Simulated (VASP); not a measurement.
# Te4Mo3 (R-3) in VASP: single point with r2SCAN

Aim: the single point of Te4Mo3 with r2SCAN.

Program: VASP 6.6.1. These are calculated values, not measurements. Logs are shortened: lines on timing, memory, paths and dates and some standing lists are left out, and cuts for length are marked.

**1. The cell of the first run**

The structure is trigonal, space group R-3 (No. 148). Conventional cell: a = 10.369 Å, b = 10.369 Å, c = 11.886 Å, α = 90.00°, β = 90.00°, γ = 120.00°. Te (site symmetry 3) has 3 Mo at 2.74 Å and 9 Te at 3.73 to 4.00 Å within 4.1 Å. Within 4.2 Å of Te (site symmetry 1) lie 4 Mo at 2.75 to 2.88 Å and 10 Te at 3.73 to 4.17 Å. Mo (site symmetry 1) has 4 Mo at 2.68 to 2.75 Å and 5 Te at 2.74 to 2.88 Å within 3.5 Å.

**2. Single point, r2SCAN**

POSCAR reads:

```
Te4Mo3
1.0
    5.1845277752      2.9932885083      3.9619984548
   -5.1845277752      2.9932885083      3.9619984548
    0.0000000000     -5.9865770116      3.9619984586
Te Mo
8 6
Direct
    0.2862006418      0.2862006418      0.2862006418
    0.7137993582      0.7137993582      0.7137993582
    0.8845275118      0.6173118853      0.2371888689
    0.2371888689      0.8845275118      0.6173118853
    0.6173118853      0.2371888689      0.8845275118
    0.1154724882      0.3826881147      0.7628111311
    0.7628111311      0.1154724882      0.3826881147
    0.3826881147      0.7628111311      0.1154724882
    0.9539796502      0.2510216721      0.0822861634
    0.0822861634      0.9539796502      0.2510216721
    0.2510216721      0.0822861634      0.9539796502
    0.0460203498      0.7489783279      0.9177138366
    0.9177138366      0.0460203498      0.7489783279
    0.7489783279      0.9177138366      0.0460203498
```

INCAR.step1 reads:

```
PREC = Accurate
ENCUT = 520
ISMEAR = -1
SIGMA = 0.1
LREAL = F
LASPH = T
NELM = 80
NBANDS = 79
GGA = PE
ALGO = Normal
EDIFF = 1E-4
LWAVE = T
LCHARG = F
```

INCAR.step2 reads:

```
PREC = Accurate
ENCUT = 520
EDIFF = 1E-6
ISMEAR = -1
SIGMA = 0.1
LREAL = F
LASPH = T
NELM = 80
ALGO = Normal
ISIF = 2
LWAVE = F
LCHARG = T
METAGGA = R2SCAN
LMIXTAU = T
LELF = T
LVHAR = T
NBANDS = 79
ISTART = 1
```

KPOINTS reads:

```
Automatic mesh
0
Gamma
  4 4 4
```

Potentials or basis: VASP PAW PBE potentials, release 64 (Te, Mo_sv).

On the command line:

```
$ cat potpaw_PBE.64/Te/POTCAR potpaw_PBE.64/Mo_sv/POTCAR > POTCAR
$ cp INCAR.step1 INCAR
$ mpirun -np 1 vasp_std > vasp.out
$ cp INCAR.step2 INCAR
$ mpirun -np 1 vasp_std > vasp.out
```

OUTCAR:

```text
PREC = Accurate
   ENCUT = 520
   EDIFF = 1E-6
   ISMEAR = -1
   LREAL = F
   LASPH = T
   NELM = 80
   ISIF = 2
   METAGGA = R2SCAN
   ISTART = 1

 ion  position               nearest neighbor table
   1  0.286  0.286  0.286-  10 2.74   9 2.74  11 2.74
   2  0.714  0.714  0.714-  13 2.74  12 2.74  14 2.74
   3  0.885  0.617  0.237-  10 2.75  14 2.79  12 2.80   9 2.88
   4  0.237  0.885  0.617-  11 2.75  12 2.79  13 2.80  10 2.88
   5  0.617  0.237  0.885-   9 2.75  13 2.79  14 2.80  11 2.88
   6  0.115  0.383  0.763-  13 2.75  11 2.79   9 2.80  12 2.88
   7  0.763  0.115  0.383-  14 2.75   9 2.79  10 2.80  13 2.88
   8  0.383  0.763  0.115-  12 2.75  10 2.79  11 2.80  14 2.88
   9  0.954  0.251  0.082-  11 2.68  10 2.68   1 2.74   5 2.75  14 2.75  13 2.75   7 2.79   6 2.80
                             3 2.88
  10  0.082  0.954  0.251-   9 2.68  11 2.68   1 2.74   3 2.75  14 2.75  12 2.75   8 2.79   7 2.80
                             4 2.88
  11  0.251  0.082  0.954-   9 2.68  10 2.68   1 2.74   4 2.75  12 2.75  13 2.75   6 2.79   8 2.80
                             5 2.88
  12  0.046  0.749  0.918-  14 2.68  13 2.68   2 2.74   8 2.75  11 2.75  10 2.75   4 2.79   3 2.80
                             6 2.88
  13  0.918  0.046  0.749-  12 2.68  14 2.68   2 2.74   6 2.75  11 2.75   9 2.75   5 2.79   4 2.80
                             7 2.88
  14  0.749  0.918  0.046-  12 2.68  13 2.68   2 2.74   7 2.75   9 2.75  10 2.75   3 2.79   5 2.80
                             8 2.88

  LATTYP: Found a trigonal (rhomboedric) cell.
 ALAT       =     7.1788951867
 COS(alpha) =    -0.0431173798

  Lattice vectors:

 A1 = (   5.1845277752,   2.9932885083,   3.9619984548)
 A2 = (  -5.1845277752,   2.9932885083,   3.9619984548)
 A3 = (   0.0000000000,  -5.9865770116,   3.9619984586)

Analysis of symmetry for initial positions (statically):
=====================================================================
 Subroutine PRICEL returns:
 Original cell was already a primitive cell.

 Routine SETGRP: Setting up the symmetry group for a
 trigonal (rhombohedral) supercell.

 Subroutine GETGRP returns: Found  6 space group operations
 (whereof  6 operations were pure point group operations)
 out of a pool of 12 trial point group operations.

The static configuration has the point symmetry S_6 .

Analysis of symmetry for dynamics (positions and initial velocities):
=====================================================================
 Subroutine PRICEL returns:
 Original cell was already a primitive cell.

 Routine SETGRP: Setting up the symmetry group for a
 trigonal (rhombohedral) supercell.

 Subroutine GETGRP returns: Found  6 space group operations
 (whereof  6 operations were pure point group operations)
 out of a pool of 12 trial point group operations.

The dynamic configuration has the point symmetry S_6 .

 Subroutine INISYM returns: Found  6 space group operations
 (whereof  6 operations are pure point group operations),
 and found     1 'primitive' translations

----------------------------------------------------------------------------------------

                                     Primitive cell

  volume of cell :     368.9125

  direct lattice vectors                    reciprocal lattice vectors
     5.184527775  2.993288508  3.961998455     0.096440799  0.055680121  0.084132626
    -5.184527775  2.993288508  3.961998455    -0.096440799  0.055680121  0.084132626
     0.000000000 -5.986577012  3.961998459     0.000000000 -0.111360242  0.084132626

  length of vectors
     7.178895187  7.178895187  7.178895187     0.139568629  0.139568629  0.139568629

  position of ions in fractional coordinates (direct lattice)
     0.286200642  0.286200642  0.286200642
     0.713799358  0.713799358  0.713799358
     0.884527512  0.617311885  0.237188869
     0.237188869  0.884527512  0.617311885
     0.617311885  0.237188869  0.884527512
     0.115472488  0.382688115  0.762811131
     0.762811131  0.115472488  0.382688115
     0.382688115  0.762811131  0.115472488
     0.953979650  0.251021672  0.082286163
     0.082286163  0.953979650  0.251021672
     0.251021672  0.082286163  0.953979650
     0.046020350  0.748978328  0.917713837
     0.917713837  0.046020350  0.748978328
     0.748978328  0.917713837  0.046020350

  ion indices of the primitive-cell ions
   primitive index   ion index
                 1           1
                 2           2
                 3           3
                 4           4
                 5           5
                 6           6
                 7           7
                 8           8
                 9           9
                10          10
                11          11
                12          12
                13          13
                14          14

----------------------------------------------------------------------------------------

 KPOINTS: Automatic mesh

Automatic generation of k-mesh.
 Grid dimensions read from file:
 generate k-points for:    4    4    4

 Generating k-lattice:

  Cartesian coordinates                     Fractional coordinates (reciprocal lattice)
     0.024110200  0.013920030  0.021033156     0.250000000 -0.000000000  0.000000000
    -0.024110200  0.013920030  0.021033156    -0.000000000  0.250000000  0.000000000
     0.000000000 -0.027840061  0.021033156     0.000000000  0.000000000  0.250000000

  Length of vectors
     0.034892157  0.034892157  0.034892157

  Shift w.r.t. Gamma in fractional coordinates (k-lattice)
     0.000000000  0.000000000  0.000000000

 Subroutine IBZKPT returns following result:
 ===========================================

 Found     14 irreducible k-points:

 Following reciprocal coordinates:
            Coordinates               Weight
  0.000000  0.000000  0.000000      1.000000
  0.250000 -0.000000  0.000000      6.000000
  0.500000 -0.000000  0.000000      3.000000
  0.250000  0.250000  0.000000      6.000000
  0.500000  0.250000  0.000000      6.000000
  0.500000 -0.000000 -0.250000      6.000000
 -0.250000  0.250000  0.000000      6.000000
  0.500000  0.500000  0.000000      3.000000
  0.250000  0.250000  0.250000      2.000000
  0.500000  0.250000  0.250000      6.000000
 -0.250000  0.250000  0.250000      6.000000
  0.500000  0.500000  0.250000      6.000000
 -0.250000  0.500000  0.250000      6.000000
  0.500000  0.500000  0.500000      1.000000
   k-points           NKPTS =     14   k-points in BZ     NKDIM =     14   number of bands    NBANDS=     79
   number of dos      NEDOS =    301   number of ions     NIONS =     14
   total plane-waves  NPLWV = 157464
   dimension x,y,z NGX =    54 NGY =   54 NGZ =   54
   dimension x,y,z NGXF=   108 NGYF=  108 NGZF=  108
   ions per type =               8   6
   NGX,Y,Z   is equivalent  to a cutoff of  12.51, 12.51, 12.51 a.u.
   NGXF,Y,Z  is equivalent  to a cutoff of  25.01, 25.01, 25.01 a.u.
 SYSTEM =  unknown system
   PREC   = accura    normal or accurate (medium, high low for compatibility)
   ISTART =      1    job   : 0-new  1-cont  2-samecut
   ICHARG =      0    charge: 1-file 2-atom 10-const
   ISPIN  =      1    spin polarized calculation?
   LNONCOLLINEAR =      F non collinear calculations
   LSORBIT =      F    spin-orbit coupling
   LASPH  =      T    aspherical Exc in radial PAW
   ENCUT  =  520.0 eV  38.22 Ry    6.18 a.u.  13.35 13.35 13.35*2*pi/ulx,y,z
   NELM   =     80;   NELMIN=  2; NELMDL=  0     # of ELM steps
   EDIFF  = 0.1E-05   stopping-criterion for ELM
   LREAL  =      F    real-space projection
   EDIFFG = 0.1E-04   stopping-criterion for IOM
   NSW    =      0    number of steps for IOM
   IBRION =     -1    ionic relax: 0-MD 1-quasi-New 2-CG
   NFREE  =      0    steps in history (QN), initial steepest desc. (CG)
   ISIF   =      2    stress and relaxation
   ISYM   =      2    0-nonsym 1-usesym 2-fastsym
   POTIM  = 0.5000    time-step for ionic-motion
   TEBEG  =    0.0;   TEEND  =   0.0 temperature during run
   PSTRESS=    0.0 pullay stress
   NELECT =     132.0000    total number of electrons
   NUPDOWN=      -1.0000    fix difference up-down
   EMIN   =  10.00;   EMAX   =-10.00  energy-range for DOS
   EFERMI =   0.00;   METHOD = LEGACY
   ISMEAR =    -1;   SIGMA  =   0.10  broadening in eV -4-tet -1-fermi 0-gaus
   EFERMI_NEDOS =   21; number of points for ismear=-14 and -15
   IALGO  =     38    algorithm
   IMIX   =      4    mixing-type and parameters
     AMIX     =   0.40;   BMIX     =  1.00
     AMIX_MAG =   1.60;   BMIX_MAG =  1.00
  volume/ion in A,a.u.               =      26.35       177.82
  Fermi-wavevector in a.u.,A,eV,Ry     =   1.162229  2.196294 18.378426  1.350776
  Thomas-Fermi vector in A             =   2.298792
   LORBIT       =      0    0 simple, 1 ext, 2 COOP (PROOUT), +10 PAW based schemes
   METAGGA = R2SCAN    functional components
   LHFCALC =     F    Hartree Fock is set to
   AEXX    =    0.0000 exact exchange contribution
   IVDW    =     0    specifies the selected vdW correction
   LEPSILON=     F    determine dielectric tensor
   LRPA    =     F    only Hartree local field effects (RPA)
 non-spin polarized calculation
  energy-cutoff  :      520.00
  volume of cell :      368.91
 maximum number of plane-waves:      9987
 NGX is ok and might be reduce to    54
   NGX = 27   NGY = 27   NGZ = 27

 number of electron     132.0000019 magnetization

 Free energy of the ion-electron system (eV)
  ---------------------------------------------------
  ext. energy  EPLUGINS =         0.00000000
  ---------------------------------------------------
  free energy    TOTEN  =      -364.16088465 eV

  energy without entropy =     -363.93026076  energy(sigma->0) =     -364.04557270

 E-fermi :   6.8862     XC(G=0): -10.6286

 val. band max:        6.8794812981   @ k =  -0.2500   0.2500   0.0000
 cond. band min:       6.9474774822   @ k =  -0.2500   0.5000   0.2500
 fundamental gap:      0.0679961841
 Fermi energy:         6.8861608638

 k-point     1 :       0.0000    0.0000    0.0000
  band No.  band energies     occupation
      1     -55.7110      2.00000
      2     -55.5937      2.00000
      3     -55.5629      2.00000
      4     -55.5629      2.00000
      5     -55.5059      2.00000
      6     -55.5059      2.00000
[... 70 lines left out ...]
     77       9.7039      0.00000
     78       9.9659      0.00000

 k-point     2 :       0.2500   -0.0000    0.0000
  band No.  band energies     occupation
      1     -55.7109      2.00000
      2     -55.5938      2.00000
      3     -55.5632      2.00000
      4     -55.5629      2.00000
      5     -55.5059      2.00000
      6     -55.5057      2.00000
[... 70 lines left out ...]
     77       9.7362      0.00000
     78       9.8319      0.00000
[... 889 lines left out ...]
     77       9.5661      0.00000
     78       9.6676      0.00000

 k-point    14 :       0.5000    0.5000    0.5000
  band No.  band energies     occupation
      1     -55.7102      2.00000
      2     -55.5945      2.00000
      3     -55.5636      2.00000
      4     -55.5636      2.00000
      5     -55.5052      2.00000
      6     -55.5052      2.00000
[... 70 lines left out ...]
     77       9.5157      0.00000
     78       9.5994      0.00000
 [bands above 78 left out]

------------------------ aborting loop because EDIFF is reached ----------------------------------------

  FORCE on cell =-STRESS in cart. coord.  units (eV):
  Direction    XX          YY          ZZ          XY          YZ          ZX
  --------------------------------------------------------------------------------------
  -------------------------------------------------------------------------------------
  Total        0.4651834      0.4651834      0.4530069     -0.0000094     -0.0000000     -0.0000000
  in kB        2.0202796      2.0202796      1.9673972     -0.0000410     -0.0000000     -0.0000000
  external PRESSURE =       2.0026522 kB  Pullay stress =       0.0000000 kB

 VOLUME and BASIS-vectors are now :
 -----------------------------------------------------------------------------
  energy-cutoff  :      520.00
  volume of cell :      368.91
      direct lattice vectors                 reciprocal lattice vectors
     5.184527775  2.993288508  3.961998455     0.096440799  0.055680121  0.084132626
    -5.184527775  2.993288508  3.961998455    -0.096440799  0.055680121  0.084132626
     0.000000000 -5.986577012  3.961998459     0.000000000 -0.111360242  0.084132626

 POSITION                                       TOTAL-FORCE (eV/Angst)
 -----------------------------------------------------------------------------------
      0.00000      0.00000      3.40178        -0.000000      0.000000      0.028279
      0.00000      0.00000      8.48422        -0.000000     -0.000000     -0.028279
      1.38539      3.07549      6.89003        -0.005356     -0.019144      0.000276
     -3.35615     -0.33796      6.89003         0.019258      0.004934      0.000276
      1.97076     -2.73752      6.89003        -0.013902      0.014211      0.000276
     -1.38539     -3.07549      4.99597         0.005356      0.019144     -0.000276
      3.35615      0.33796      4.99597        -0.019258     -0.004934     -0.000276
     -1.97076      2.73752      4.99597         0.013902     -0.014211     -0.000276
      3.64451      3.11430      5.10023        -0.047162     -0.004155      0.021507
     -4.51932      1.59908      5.10023         0.027179     -0.038766      0.021507
      0.87481     -4.71339      5.10023         0.019983      0.042920      0.021507
     -3.64451     -3.11430      6.78576         0.047162      0.004155     -0.021507
      4.51932     -1.59908      6.78576        -0.027179      0.038766     -0.021507
     -0.87481      4.71339      6.78576        -0.019983     -0.042920     -0.021507
 -----------------------------------------------------------------------------------
    total drift:                                0.000000     -0.000000      0.000000

  FREE ENERGIE OF THE ION-ELECTRON SYSTEM (eV)
  ---------------------------------------------------
  free  energy   TOTEN  =      -364.1608846460 eV

  energy  without entropy=     -363.9302607573  energy(sigma->0) =     -364.04557270
```

Run time: 36 min. Hardware: 1 thread of Oxide Virtual Turin-like, shared host; peak memory 0.57 GiB.

What came out:

```yaml
Free_energy: -364.1609 eV
Pressure: 0.2 GPa
Largest_force: 0.052 eV/Å
Band_gap_on_the_k_mesh: 0.07 eV (least direct gap 0.08 eV)
```

Forces on the atoms (eV/Å):
```
Te   0.000  0.000  0.028
Te   0.000  0.000 -0.028
Te  -0.005 -0.019  0.000
Te   0.019  0.005  0.000
Te  -0.014  0.014  0.000
Te   0.005  0.019  0.000
Te  -0.019 -0.005  0.000
Te   0.014 -0.014  0.000
Mo  -0.047 -0.004  0.022
Mo   0.027 -0.039  0.022
Mo   0.020  0.043  0.022
Mo   0.047  0.004 -0.022
Mo  -0.027  0.039 -0.022
Mo  -0.020 -0.043 -0.022
```

Caveat: semilocal functionals underestimate gaps, and a narrow one can read as zero; the PAW data sets were made with another functional, which shifts forces and pressure a little; spin-orbit coupling is left out, which moves the levels of the heavy elements. A k mesh can miss the band edges.
